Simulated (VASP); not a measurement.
A run of VASP 6.6.1:

File INCAR:

```
PREC = Accurate ; ENCUT = 520
EDIFF = 1E-6 ; ISMEAR = 0
SIGMA = 0.15 ; LREAL = False
LASPH = True ; NELM = 80
ALGO = Fast ; ISIF = 2
LWAVE = False ; LCHARG = False
GGA = PS ; NBANDS = 25
```

KPOINTS

```
regular mesh
0
Gamma
  12 12 14
```

File POSCAR:

```
Ti
1.0
    4.5420000000      0.0000000000      0.0000000000
   -2.2710000000      3.9334873840      0.0000000000
    0.0000000000      0.0000000000      2.7423000000
Ti
3
Direct
    0.0000000000      0.0000000000      0.0000000000
    0.3333333333      0.6666666667      0.5000000000
    0.6666666667      0.3333333333      0.5000000000
```

Potentials or basis: VASP PAW PBE potentials, release 64 (Ti_sv).

Command:

```sh
$ cat potpaw_PBE.64/Ti_sv/POTCAR > POTCAR
$ mpirun -np 1 vasp_std > vasp.out
```

Hardware: 1 thread of Intel Xeon 8259CL, on a shared host.

**Question.** How long does it take, and how much memory?

**Answer.** It took 15 min on 1 thread of Intel Xeon 8259CL (shared host), peak memory 0.27 GiB. Counts: scf iterations 49, k points 152.
